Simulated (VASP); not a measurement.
# Nb (Im-3m) in VASP: further runs, part 2 of 2

VASP 6.6.1.

## (6) Single point, r2SCAN

Input file POSCAR:

```
Nb
1.0
   -1.6639500000      1.6639500000      1.6639500000
    1.6639500000     -1.6639500000      1.6639500000
    1.6639500000      1.6639500000     -1.6639500000
Nb
1
Direct
    0.0000000000      0.0000000000      0.0000000000
```

Input file INCAR.step1:

```
SYSTEM = Nb
PREC     = Accurate       ! precision mode
ENCUT    = 550            ! plane-wave cutoff, eV
ISMEAR   = -1             ! smearing method
SIGMA    = 0.003          ! smearing width, eV
LREAL    = .False.        ! projectors in reciprocal space
LASPH    = .True.         ! aspherical terms in the spheres
NELM     = 120            ! most SCF steps
NBANDS   = 12             ! bands
GGA      = PE             ! functional
ALGO     = Normal         ! electronic algorithm
EDIFF    = 1E-5           ! SCF threshold, eV
LWAVE    = .True.         ! write WAVECAR
LCHARG   = .False.        ! write CHGCAR
GGA_COMPAT= .False.
```

Input file INCAR.step2:

```
SYSTEM = Nb
PREC     = Accurate       ! precision mode
ENCUT    = 550            ! plane-wave cutoff, eV
EDIFF    = 1E-6           ! SCF threshold, eV
ISMEAR   = -1             ! smearing method
SIGMA    = 0.003          ! smearing width, eV
LREAL    = .False.        ! projectors in reciprocal space
LASPH    = .True.         ! aspherical terms in the spheres
NELM     = 120            ! most SCF steps
ALGO     = Normal         ! electronic algorithm
ISIF     = 2              ! what is computed and relaxed
LWAVE    = .False.        ! write WAVECAR
LCHARG   = .True.         ! write CHGCAR
METAGGA  = R2SCAN         ! meta-GGA
LMIXTAU  = .True.       
LELF     = .True.         ! ELF
LVHAR    = .True.       
NBANDS   = 12             ! bands
ISTART   = 1            
GGA_COMPAT= .False.
```

Input file KPOINTS:

```
Automatic mesh
0
Gamma
  10 10 10
  0 0 0
```

Potentials or basis: VASP PAW PBE potentials, release 64 (Nb_sv).

Started as:

```sh
> cat potpaw_PBE.64/Nb_sv/POTCAR > POTCAR
> cp INCAR.step1 INCAR
> mpirun -np 1 vasp_std > vasp.out
> cp INCAR.step2 INCAR
> mpirun -np 1 vasp_std > vasp.out
```

OUTCAR:

```text
SYSTEM = Nb
   PREC = Accurate
   ENCUT = 550
   EDIFF = 1E-6
   ISMEAR = -1
   LREAL = .False.
   LASPH = .True.
   NELM = 120
   ISIF = 2
   METAGGA = R2SCAN
   ISTART = 1

 ion  position               nearest neighbor table
   1  0.000  0.000  0.000-

  LATTYP: Found a body centered cubic cell.
 ALAT       =     3.3279000000

  Lattice vectors:

 A1 = (  -1.6639500000,   1.6639500000,   1.6639500000)
 A2 = (   1.6639500000,  -1.6639500000,   1.6639500000)
 A3 = (   1.6639500000,   1.6639500000,  -1.6639500000)

Analysis of symmetry for initial positions (statically):
=====================================================================
 Subroutine PRICEL returns:
 Original cell was already a primitive cell.

 Routine SETGRP: Setting up the symmetry group for a
 body centered cubic supercell.

 Subroutine GETGRP returns: Found 48 space group operations
 (whereof 48 operations were pure point group operations)
 out of a pool of 48 trial point group operations.

The static configuration has the point symmetry O_h .

Analysis of symmetry for dynamics (positions and initial velocities):
=====================================================================
[... 161 lines left out ...]
 Fermi energy:        10.8707792346

 k-point     1 :       0.0000    0.0000    0.0000
  band No.  band energies     occupation
      1     -45.3393      2.00000
      2     -19.9298      2.00000
      3     -19.9298      2.00000
      4     -19.9298      2.00000
      5       4.5750      2.00000
      6      11.2779      0.00000
      7      11.2779      0.00000
      8      11.2779      0.00000
      9      14.3392      0.00000
     10      14.3392      0.00000
     11      25.6358      0.00000
     12      25.6358      0.00000
[... 331 lines left out ...]
 k-point    24 :      -0.3000    0.3000    0.1000
  band No.  band energies     occupation
      1     -45.1608      2.00000
      2     -20.8176      2.00000
      3     -20.2574      2.00000
      4     -20.0372      2.00000
      5       7.3470      2.00000
      6      10.1904      2.00000
      7      10.5477      2.00000
      8      13.0526      0.00000
      9      14.3932      0.00000
     10      15.2757      0.00000
     11      25.1990      0.00000
     12      26.9322      0.00000

 [... further k-points ...]
[... 5 lines left out ...]
  --------------------------------------------------------------------------------------
  -------------------------------------------------------------------------------------
  Total       -0.4534574     -0.4534574     -0.4534574     -0.0000000      0.0000000     -0.0000000
  in kB      -39.4245030    -39.4245030    -39.4245030     -0.0000000      0.0000000     -0.0000000
  external PRESSURE =     -39.4245030 kB  Pullay stress =       0.0000000 kB

 VOLUME and BASIS-vectors are now :
 -----------------------------------------------------------------------------
  energy-cutoff  :      550.00
  volume of cell :       18.43
      direct lattice vectors                 reciprocal lattice vectors
    -1.663950000  1.663950000  1.663950000     0.000000000  0.300489798  0.300489798
     1.663950000 -1.663950000  1.663950000     0.300489798  0.000000000  0.300489798
     1.663950000  1.663950000 -1.663950000     0.300489798  0.300489798  0.000000000

 POSITION                                       TOTAL-FORCE (eV/Angst)
 -----------------------------------------------------------------------------------
      0.00000      0.00000      0.00000        -0.000000      0.000000     -0.000000
 -----------------------------------------------------------------------------------
    total drift:                                0.000000      0.000000      0.000000

  FREE ENERGIE OF THE ION-ELECTRON SYSTEM (eV)
  ---------------------------------------------------
  free  energy   TOTEN  =       -24.8137811213 eV

  energy  without entropy=      -24.8137529008  energy(sigma->0) =      -24.81376701
```

Wall time 29 s (1 thread of Intel Xeon Platinum 8259CL at 2.50GHz (Skylake/Cascade Lake), shared host); peak memory 0.14 GiB.

What came out:

| Quantity | Value |
| --- | --- |
| Free energy | -24.8138 eV |
| Pressure | -3.9 GPa |

Caveat: the PAW data sets were made with another functional, which shifts forces and pressure a little.

## (7) Summary

| k mesh | cutoff (eV) | smearing | gap on the mesh (eV) | pressure (GPa) |
| --- | --- | --- | --- | --- |
| 10 × 10 × 10 | 520 | fermi-dirac 0.05 eV | none | -3.4 |
| 5 × 5 × 5 | 550 | fermi-dirac 0.05 eV | none | -5.3 |
| 10 × 10 × 10 | 550 | fermi-dirac 0.05 eV | none | -3.3 |
| 10 × 10 × 10 | 550 | fermi-dirac 0.1 eV | none | -3.1 |
| 10 × 10 × 10 | 550 | fermi-dirac 0.003 eV | none | -3.9 |

Alike in all rows: task single point; level r2SCAN; potentials or basis VASP PAW PBE potentials, release 64 (Nb_sv); no spin polarisation; cell as given.

Caveats: some runs use coarse meshes; the PAW data sets were made with another functional, which shifts forces and pressure a little.

Absolute energies hang on the potentials; compare differences alone.
